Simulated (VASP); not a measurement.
## CO2: single point with PBEsol

Crystal: CO2.

```
C O
1.0
     3.31410    0.00000    0.00000
    -1.65705    2.87010    0.00000
     0.00000    0.00000    2.57460
C O
1 2
Direct
  0.00000 0.00000 0.00000
  0.33333 0.66667 0.50000
  0.66667 0.33333 0.50000
```

```yaml
Program: VASP 6.6.1
Task: single point
Functional: PBEsol
Potentials_or_basis: VASP PAW PBE potentials, release 64 (C, O)
Cutoff: 520 eV
k_mesh: 9 × 9 × 7
Occupations: fermi-dirac, width 0.02 eV
Spin: no spin polarisation
Dipole_correction: no
Further_INCAR_settings: ALGO = Normal; EDIFF = 1e-07; NBANDS = 15
```

| Quantity | Value |
| --- | --- |
| Pressure | -0.2 GPa |
| Band gap on the k mesh | zero (bands 8 and 9 overlap by 0.92 eV) |

Stress tensor (GPa, compression positive):
```
-0.11  0.00  0.00
 0.00 -0.11  0.00
 0.00  0.00 -0.32
```

Levels at points of the mesh, in eV from the Fermi level:
```
           k point  band 6  band 7  band 8  band 9  band 10  band 11
(0.00, 0.00, 0.00)   -3.07   -2.79   -2.79    0.61     3.93     3.93
```

It took 8.2 s on 1 thread of Intel(R) Xeon(R) 6975P-C (Granite Rapids), with other jobs on the host, peak memory 0.14 GiB.

Caveat: the PAW data sets were made with another functional, which shifts forces and pressure a little.
